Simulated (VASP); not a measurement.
Runs of VASP 6.6.1 on Ca. The structure is that of space group P6_3/mmc (No. 194), or close to it. The cells are those of the table. 

```csv
task,cell,k mesh for the DOS,occupations for the DOS,gap on the mesh (eV),pressure (GPa)
electric field gradients,"a = 3.980, b = 3.980, c = 6.520 Å, angles 90.0, 90.0, 120.0°, 2 atoms",-,-,none,(a)
electric field gradients,"a = 4.032, b = 4.032, c = 6.606 Å, angles 90.0, 90.0, 120.0°, 2 atoms",-,-,none,-1.4
electric field gradients,"a = 4.006, b = 4.006, c = 6.563 Å, angles 90.0, 90.0, 120.0°, 2 atoms",-,-,none,-1.1
single point,"a = 4.032, b = 4.032, c = 6.606 Å, angles 90.0, 90.0, 120.0°, 2 atoms",-,-,none,-1.4
electric field gradients,"a = 3.953, b = 3.953, c = 6.476 Å, angles 90.0, 90.0, 120.0°, 2 atoms",-,-,none,-0.5
single point,"a = 3.926, b = 3.926, c = 6.432 Å, angles 90.0, 90.0, 120.0°, 2 atoms",-,-,none,-0.2
single point,"a = 3.953, b = 3.953, c = 6.476 Å, angles 90.0, 90.0, 120.0°, 2 atoms",-,-,none,-0.5
```

Alike in all rows: level PBE; potentials or basis VASP PAW PBE potentials, release 64 (Ca_sv); no spin polarisation; k mesh 11 × 11 × 6; cutoff (eV) 520; smearing fermi-dirac 0.08 eV.

**Question.** Estimate the missing entries.

**Answer.** (a) -0.8.

A gap of «none» marks levels without a gap at the run's occupations.
